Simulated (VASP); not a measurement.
# Zn15S16 (a cell with a defect) in VASP: notebook

Zn15S16 (a cell with a defect) is run at these levels: LDA; tasks: single point.

Program: VASP 6.6.1. These are calculated values, not measurements. Logs are shortened: lines on timing, memory, paths and dates and some standing lists are left out, and cuts for length are marked.

## (1) The cell of the first run

The cell holds a defect, 31 atoms: a = 9.174 Å, b = 9.174 Å, c = 9.174 Å, α = 109.47°, β = 109.47°, γ = 109.47°.

## (2) Single point, LDA (atoms taken out, then relaxed in part)

The input, INCAR:

```
PREC = Accurate ; ENCUT = 520
EDIFF = 1E-7 ; ISMEAR = 0
SIGMA = 0.02 ; LREAL = Auto
LASPH = True ; NELM = 80
ALGO = Normal ; ISIF = 2
LWAVE = False ; LCHARG = True
GGA = CA ; LELF = True
LVHAR = True ; NELECT = 278.0
NBANDS = 159
```

The input, KPOINTS:

```
Automatic mesh
0
Gamma
  2 2 2
  0.5 0.5 0.5
```

The input, POSCAR:

```
Zn15S16
1.0
   -5.2968478570      5.2968478570      5.2968478570
    5.2968478570     -5.2968478570      5.2968478570
    5.2968478570      5.2968478570     -5.2968478570
Zn S
15 16
Direct
    0.5000000000      0.0096663982      0.5012278729
    0.5000000000      0.5012278729      0.0096663982
    0.7403336018      0.7415614747      0.4903336018
    0.5000000000      0.7500000000      0.7500000000
    0.7512278729      0.0096663982      0.2500000000
    0.7512278729      0.2500000000      0.0096663982
   -0.0084385253      0.4903336018      0.4903336018
    0.7403336018      0.4903336018      0.7415614747
    0.0000000000      0.7500000000      0.2500000000
    0.0084385253     -0.0012278729     -0.0012278729
    0.2596663982      0.2500000000      0.5012278729
    0.0000000000      0.2500000000      0.7500000000
    0.2596663982      0.5012278729      0.2500000000
    0.2487721271      0.7584385253     -0.0012278729
    0.2487721271     -0.0012278729      0.7584385253
    0.7494381553      0.9999848709      0.4994381553
    0.7385826227      0.2500000000      0.2500000000
    0.7494381553      0.4994381553      0.9999848709
    0.9994532844      0.7494532844      0.5000151291
    0.7500151291      0.7494532844      0.7494532844
    1.0005467156      1.0005618447      0.2500000000
    1.0005467156      0.2500000000      1.0005618447
    0.2499848709      0.4994381553      0.4994381553
   -0.0005467156      0.5000151291      0.7494532844
    0.2505618447      0.7505467156      0.2500000000
    0.2614173773      1.0114173773      1.0114173773
    0.5000000000      0.2500000000      0.4885826227
    0.2505618447      0.2500000000      0.7505467156
    0.5000000000      0.4885826227      0.2500000000
    0.5000000000      0.7505467156      1.0005618447
    0.5000000000      0.0005618447      0.7505467156
```

Potentials or basis: VASP PAW LDA potentials, release 64 (Zn, S).

Launch:

```sh
> cat potpaw_LDA.64/Zn/POTCAR potpaw_LDA.64/S/POTCAR > POTCAR
> mpirun -np 1 vasp_std > vasp.out
```

OUTCAR:

```text
PREC = Accurate
   ENCUT = 520
   EDIFF = 1E-7
   ISMEAR = 0
   LREAL = Auto
   LASPH = True
   NELM = 80
   ISIF = 2
   GGA = CA
   NELECT = 278.0

 ion  position               nearest neighbor table
   1  0.500  0.010  0.501-  27 2.25  31 2.32  16 2.32  25 2.32
   2  0.500  0.501  0.010-  29 2.25  30 2.32  18 2.32  28 2.32
   3  0.740  0.742  0.490-  29 2.25  16 2.32  20 2.32  19 2.32
   4  0.500  0.750  0.750-  20 2.30  23 2.30  30 2.30  31 2.30
   5  0.751  0.010  0.250-  17 2.25  21 2.32  16 2.32  30 2.32
   6  0.751  0.250  0.010-  17 2.25  22 2.32  18 2.32  31 2.32
[... 8 lines left out ...]
  15  0.249  0.999  0.758-  26 2.25  19 2.32  28 2.32  31 2.32
  16  0.749  1.000  0.499-  12 2.30   3 2.32   5 2.32   1 2.32
  17  0.739  0.250  0.250-   7 2.25   6 2.25   5 2.25
  18  0.749  0.499  1.000-   9 2.30   8 2.32   2 2.32   6 2.32
  19  0.999  0.749  0.500-   9 2.30  15 2.32   3 2.32   7 2.32
  20  0.750  0.749  0.749-   4 2.30  10 2.32   8 2.32   3 2.32
  21  0.001  0.001  0.250-   9 2.30   5 2.32  11 2.32  10 2.32
  22  0.001  0.250  0.001-  12 2.30   6 2.32  13 2.32  10 2.32
  23  0.250  0.499  0.499-   4 2.30   7 2.32  11 2.32  13 2.32
  24  0.999  0.500  0.749-  12 2.30  14 2.32   7 2.32   8 2.32
  25  0.251  0.751  0.250-   9 2.30  13 2.32   1 2.32  14 2.32
  26  0.261  0.011  0.011-  10 2.25  14 2.25  15 2.25
  27  0.500  0.250  0.489-   8 2.25   1 2.25  11 2.25
  28  0.251  0.250  0.751-  12 2.30  11 2.32   2 2.32  15 2.32
  29  0.500  0.489  0.250-   3 2.25   2 2.25  13 2.25
  30  0.500  0.751  0.001-   4 2.30   2 2.32   5 2.32  14 2.32
  31  0.500  0.001  0.751-   4 2.30   1 2.32   6 2.32  15 2.32

  LATTYP: Found a body centered cubic cell.
 ALAT       =    10.5936957140

  Lattice vectors:

 A1 = (  -5.2968478570,   5.2968478570,   5.2968478570)
 A2 = (   5.2968478570,  -5.2968478570,   5.2968478570)
 A3 = (   5.2968478570,   5.2968478570,  -5.2968478570)

Analysis of symmetry for initial positions (statically):
=====================================================================
 Subroutine PRICEL returns:
 Original cell was already a primitive cell.

 Routine SETGRP: Setting up the symmetry group for a
 body centered cubic supercell.

 Subroutine GETGRP returns: Found 24 space group operations
 (whereof  2 operations were pure point group operations)
 out of a pool of 48 trial point group operations.

The static configuration has the point symmetry C_1h.
 The point group associated with its full space group is T_d .

Analysis of symmetry for dynamics (positions and initial velocities):
=====================================================================
 Subroutine PRICEL returns:
 Original cell was already a primitive cell.

 Routine SETGRP: Setting up the symmetry group for a
 body centered cubic supercell.

 Subroutine GETGRP returns: Found 24 space group operations
 (whereof  2 operations were pure point group operations)
 out of a pool of 48 trial point group operations.

The dynamic configuration has the point symmetry C_1h.
 The point group associated with its full space group is T_d .

 Subroutine INISYM returns: Found 24 space group operations
 (whereof  2 operations are pure point group operations),
 and found     1 'primitive' translations

----------------------------------------------------------------------------------------

                                     Primitive cell

  volume of cell :     594.4461

  direct lattice vectors                    reciprocal lattice vectors
    -5.296847857  5.296847857  5.296847857     0.000000000  0.094395764  0.094395764
     5.296847857 -5.296847857  5.296847857     0.094395764  0.000000000  0.094395764
     5.296847857  5.296847857 -5.296847857     0.094395764  0.094395764  0.000000000

  length of vectors
     9.174409608  9.174409608  9.174409608     0.133495770  0.133495770  0.133495770

  position of ions in fractional coordinates (direct lattice)
     0.500000000  0.009666398  0.501227873
     0.500000000  0.501227873  0.009666398
     0.740333602  0.741561475  0.490333602
     0.500000000  0.750000000  0.750000000
     0.751227873  0.009666398  0.250000000
     0.751227873  0.250000000  0.009666398
[... 23 lines left out ...]
     0.500000000  0.750546716  0.000561845
     0.500000000  0.000561845  0.750546716

  ion indices of the primitive-cell ions
   primitive index   ion index
                 1           1
                 2           2
                 3           3
                 4           4
                 5           5
                 6           6
[... 23 lines left out ...]
                30          30
                31          31

----------------------------------------------------------------------------------------

 KPOINTS: Automatic mesh

Automatic generation of k-mesh.
 Grid dimensions read from file:
 generate k-points for:    2    2    2

 Generating k-lattice:

  Cartesian coordinates                     Fractional coordinates (reciprocal lattice)
     0.000000000  0.047197882  0.047197882     0.500000000  0.000000000  0.000000000
     0.047197882  0.000000000  0.047197882     0.000000000  0.500000000  0.000000000
     0.047197882  0.047197882  0.000000000     0.000000000  0.000000000  0.500000000

  Length of vectors
     0.066747885  0.066747885  0.066747885

  Shift w.r.t. Gamma in fractional coordinates (k-lattice)
     0.500000000  0.500000000  0.500000000

 Subroutine IBZKPT returns following result:
 ===========================================

 Found      2 irreducible k-points:

 Following reciprocal coordinates:
            Coordinates               Weight
  0.250000  0.250000  0.250000      2.000000
 -0.250000  0.250000  0.250000      6.000000
   k-points           NKPTS =      2   k-points in BZ     NKDIM =      2   number of bands    NBANDS=    159
   number of dos      NEDOS =    301   number of ions     NIONS =     31
   total plane-waves  NPLWV = 343000
   dimension x,y,z NGX =    70 NGY =   70 NGZ =   70
   dimension x,y,z NGXF=   140 NGYF=  140 NGZF=  140
   ions per type =              15  16
   NGX,Y,Z   is equivalent  to a cutoff of  12.68, 12.68, 12.68 a.u.
   NGXF,Y,Z  is equivalent  to a cutoff of  25.37, 25.37, 25.37 a.u.
 SYSTEM =  unknown system
   PREC   = accura    normal or accurate (medium, high low for compatibility)
   ISTART =      0    job   : 0-new  1-cont  2-samecut
   ICHARG =      2    charge: 1-file 2-atom 10-const
   ISPIN  =      1    spin polarized calculation?
   LNONCOLLINEAR =      F non collinear calculations
   LSORBIT =      F    spin-orbit coupling
   LASPH  =      T    aspherical Exc in radial PAW
   ENCUT  =  520.0 eV  38.22 Ry    6.18 a.u.  17.06 17.06 17.06*2*pi/ulx,y,z
   NELM   =     80;   NELMIN=  2; NELMDL= -5     # of ELM steps
   EDIFF  = 0.1E-06   stopping-criterion for ELM
   LREAL  =      T    real-space projection
   EDIFFG = 0.1E-05   stopping-criterion for IOM
   NSW    =      0    number of steps for IOM
   IBRION =     -1    ionic relax: 0-MD 1-quasi-New 2-CG
   NFREE  =      0    steps in history (QN), initial steepest desc. (CG)
   ISIF   =      2    stress and relaxation
   ISYM   =      2    0-nonsym 1-usesym 2-fastsym
   POTIM  = 0.5000    time-step for ionic-motion
   TEBEG  =    0.0;   TEEND  =   0.0 temperature during run
   PSTRESS=    0.0 pullay stress
   NELECT =     278.0000    total number of electrons
   NUPDOWN=      -1.0000    fix difference up-down
   EMIN   =  10.00;   EMAX   =-10.00  energy-range for DOS
   EFERMI =   0.00;   METHOD = LEGACY
   ISMEAR =     0;   SIGMA  =   0.02  broadening in eV -4-tet -1-fermi 0-gaus
   EFERMI_NEDOS =   21; number of points for ismear=-14 and -15
   IALGO  =     38    algorithm
   IMIX   =      4    mixing-type and parameters
     AMIX     =   0.40;   BMIX     =  1.00
     AMIX_MAG =   1.60;   BMIX_MAG =  1.00
  volume/ion in A,a.u.               =      19.18       129.40
  Fermi-wavevector in a.u.,A,eV,Ry     =   1.270727  2.401326 21.969969  1.614747
  Thomas-Fermi vector in A             =   2.403699
   LORBIT       =      0    0 simple, 1 ext, 2 COOP (PROOUT), +10 PAW based schemes
   GGA     = CA    functional components
   LHFCALC =     F    Hartree Fock is set to
   AEXX    =    0.0000 exact exchange contribution
   IVDW    =     0    specifies the selected vdW correction
   LEPSILON=     F    determine dielectric tensor
   LRPA    =     F    only Hartree local field effects (RPA)
 non-spin polarized calculation
 Gauss-broadening in eV      SIGMA  =   0.02
  energy-cutoff  :      520.00
  volume of cell :      594.45
 maximum number of plane-waves:     16052
 NGX is ok and might be reduce to    70
   NGX = 35   NGY = 35   NGZ = 35

 number of electron     277.9999883 magnetization

 Free energy of the ion-electron system (eV)
  ---------------------------------------------------
  ext. energy  EPLUGINS =         0.00000000
  ---------------------------------------------------
  free energy    TOTEN  =      -120.86126860 eV

  energy without entropy =     -120.86126860  energy(sigma->0) =     -120.86126860

 E-fermi :   2.3533     XC(G=0): -10.2229

 val. band max:        2.2340040378   @ k =   0.2500   0.2500   0.2500
 cond. band min:       5.6832643517   @ k =  -0.2500   0.2500   0.2500
 fundamental gap:      3.4492603139
 Fermi energy:         2.3533248213

 k-point     1 :       0.2500    0.2500    0.2500
  band No.  band energies     occupation
      1     -10.7430      2.00000
      2     -10.7430      2.00000
      3     -10.7430      2.00000
      4     -10.5019      2.00000
      5     -10.0353      2.00000
      6     -10.0353      2.00000
[... 143 lines left out ...]
    150       6.4288      0.00000
    151       6.4288      0.00000

 k-point     2 :      -0.2500    0.2500    0.2500
  band No.  band energies     occupation
      1     -10.9934      2.00000
      2     -10.5166      2.00000
      3     -10.4350      2.00000
      4     -10.4350      2.00000
      5     -10.3705      2.00000
      6     -10.1678      2.00000
[... 143 lines left out ...]
    150       7.0428      0.00000
    151       7.0644      0.00000
 [bands above 151 left out]

------------------------ aborting loop because EDIFF is reached ----------------------------------------

  FORCE on cell =-STRESS in cart. coord.  units (eV):
  Direction    XX          YY          ZZ          XY          YZ          ZX
  --------------------------------------------------------------------------------------
  -------------------------------------------------------------------------------------
  Total       13.6899450     13.6899450     13.6899450     -0.0000000     -0.0000000      0.0000000
  in kB       36.8977426     36.8977426     36.8977426     -0.0000000     -0.0000000      0.0000000
  external PRESSURE =      36.8977426 kB  Pullay stress =       0.0000000 kB

 VOLUME and BASIS-vectors are now :
 -----------------------------------------------------------------------------
  energy-cutoff  :      520.00
  volume of cell :      594.45
      direct lattice vectors                 reciprocal lattice vectors
    -5.296847857  5.296847857  5.296847857     0.000000000  0.094395764  0.094395764
     5.296847857 -5.296847857  5.296847857     0.094395764  0.000000000  0.094395764
     5.296847857  5.296847857 -5.296847857     0.094395764  0.094395764  0.000000000

 POSITION                                       TOTAL-FORCE (eV/Angst)
 -----------------------------------------------------------------------------------
      0.05771      5.25215      0.04470         0.011867      0.002786     -0.002786
      0.05771      0.04470      5.25215         0.011867     -0.002786      0.002786
      2.60373      2.59072      5.25215         0.002786     -0.011867      0.002786
      5.29685      2.64842      2.64842         0.000000     -0.000000     -0.000000
     -2.60373      5.25215      2.70613        -0.002786      0.002786      0.011867
     -2.60373      2.70613      5.25215        -0.002786      0.011867      0.002786
[... 23 lines left out ...]
      1.33008     -1.32413      6.62098        -0.009852      0.012370     -0.012370
      1.33008      6.62098     -1.32413        -0.009852     -0.012370      0.012370
 -----------------------------------------------------------------------------------
    total drift:                                0.000093      0.000093      0.000123

  FREE ENERGIE OF THE ION-ELECTRON SYSTEM (eV)
  ---------------------------------------------------
  free  energy   TOTEN  =      -120.8612686043 eV

  energy  without entropy=     -120.8612686043  energy(sigma->0) =     -120.86126860
```

Wall time 8.7 min (1 thread of Intel Xeon Platinum 8488C (Sapphire Rapids), shared host); peak memory 0.58 GiB.

Results:

- Free energy: -120.8613 eV
- Largest force: 0.021 eV/Å

Forces on the atoms (eV/Å):
```
Zn   0.012  0.003 -0.003
Zn   0.012 -0.003  0.003
Zn   0.003 -0.012  0.003
Zn   0.000  0.000  0.000
Zn  -0.003  0.003  0.012
Zn  -0.003  0.012  0.003
Zn  -0.012  0.003  0.003
Zn   0.003  0.003 -0.012
Zn   0.000  0.000  0.000
Zn  -0.012 -0.003 -0.003
Zn   0.003  0.012 -0.003
Zn   0.000  0.000  0.000
Zn   0.003 -0.003  0.012
Zn  -0.003 -0.012 -0.003
Zn  -0.003 -0.003 -0.012
S   -0.012  0.010 -0.012
S    0.012 -0.012 -0.012
S   -0.012 -0.012  0.010
S    0.012  0.012  0.010
S    0.010  0.012  0.012
S    0.012 -0.012 -0.010
S    0.012 -0.010 -0.012
S    0.010 -0.012 -0.012
S    0.012  0.010  0.012
S   -0.012  0.012 -0.010
S    0.012  0.012  0.012
S   -0.012 -0.012  0.012
S   -0.012 -0.010  0.012
S   -0.012  0.012 -0.012
S   -0.010  0.012 -0.012
S   -0.010 -0.012  0.012
```

Levels at points of the mesh, in eV from the Fermi level:
```
           k point  band 137  band 138  band 139  band 140  band 141  band 142
(0.25, 0.25, 0.25)     -0.12     -0.12     -0.12      3.40      3.40      3.40
```

Caveat: the cell carries a net charge on a neutralising background, which shifts energy and pressure; the cell differs from its parent crystal (atoms taken out, then relaxed in part); the cell is charged against a uniform background, so pressure and absolute levels hang on convention.

(Continued in part 2 of 2.)
